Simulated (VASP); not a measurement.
Input of a VASP 6.6.1 run:

The input INCAR:

```
SYSTEM = Rh
ALGO     = Normal         ! electronic algorithm
EDIFF    = 1E-6           ! SCF threshold, eV
ENCUT    = 520            ! plane-wave cutoff, eV
GGA      = PE             ! functional
ISIF     = 2              ! what is computed and relaxed
ISMEAR   = -1             ! smearing method
ISPIN    = 2              ! spin polarisation
LASPH    = .True.         ! aspherical terms in the spheres
LCHARG   = .False.        ! write CHGCAR
LMAXMIX  = 4              ! l up to which the mixer works
LORBIT   = 11             ! projections on sites
LREAL    = .False.        ! projectors in reciprocal space
LWAVE    = .False.        ! write WAVECAR
MAGMOM   = 1 1 1 1        ! initial moments
NBANDS   = 42             ! bands
NELM     = 150            ! most SCF steps
PREC     = Accurate       ! precision mode
SIGMA    = 0.05           ! smearing width, eV
```

The input KPOINTS:

```
k-points
0
Gamma
  18 18 5
  0 0 0
```

File POSCAR:

```
Rh
1.0
    2.7810410260      0.0000000000      0.0000000000
   -1.3905205130      2.4084521775      0.0000000000
    0.0000000000      0.0000000000      9.0760928453
Rh
4
Direct
    1.0000000000      1.0000000000      0.0000000000
    1.0000000000      1.0000000000      0.5000000000
    0.3333333333      0.6666666667      0.2500000000
    0.6666666667      0.3333333333      0.7500000000
```

Potentials or basis: VASP PAW PBE potentials, release 64 (Rh_pv).

The run is started by

```bash
$ cat potpaw_PBE.64/Rh_pv/POTCAR > POTCAR
$ mpirun -np 1 vasp_std > vasp.out
```

Task: What does it give for the net moment?

Result: 0.00 μB per cell.

Task: What does it give for the band gap on the k mesh?

Result: Zero (filled and empty bands overlap).

Task: Estimate the pressure.

Result: -16.0 GPa.

Stress tensor (GPa, compression positive):
```
-15.90   0.00   0.00
  0.00 -15.90   0.00
  0.00   0.00 -16.28
```

Caveat: the cell stands under tension.
